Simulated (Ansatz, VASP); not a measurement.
# One calculation of AlN, two programs

```xyz
8
Lattice="0.0062 0.0153 3.0469 5.2723 -0.0172 0.0106 -0.0172 5.3165 0.0261" Properties=species:S:1:pos:R:3 pbc="T T T"
Al    3.4551    3.4988    0.0312
Al    0.8291    4.4949    1.5675
Al    4.1181    1.0117    1.3867
Al    1.7996    1.6933    0.0153
N     4.4465    4.2890    1.6450
N     1.1694    0.9434    1.6425
N     3.6472    1.6625   -0.0446
N     1.5678    3.6340   -0.0033
```

Change from the starting cell: cell x1, atoms moved at random (sigma 0.1 Å) and cell strained at random (1.5 %), then relaxed without symmetry.

Alike in both runs: task relaxation of cell and atoms; functional PBE; k mesh 4 × 4 × 4; occupations gaussian, width 0.1 eV; no spin polarisation.

|  | VASP | Ansatz |
| --- | --- | --- |
| version | VASP 6.6.1 | Ansatz 0.2.0 |
| potentials or method | VASP PAW PBE potentials, release 64 (Al, N), cutoff 600 eV | scalar-relativistic, plane waves, PAW |
| valence electrons in the cell | 32 | 32 |

VASP gave:

| Property | Result |
| --- | --- |
| gap on the k mesh at the Fermi level, each at its own relaxed structure (eV) | 3.76 |
| relaxed volume (Å³/atom) | 11.06 |
| relaxed length of the cell vector where the two differ most in proportion (Å) | 5.318 |

Problem. Which values does Ansatz return?

Solution. gap on the k mesh at the Fermi level, each at its own relaxed structure (eV): 3.73; relaxed volume (Å³/atom): 11.08; relaxed length of the cell vector where the two differ most in proportion (Å): 5.326.

The k mesh is coarse, so the values compare programs but aren't converged.
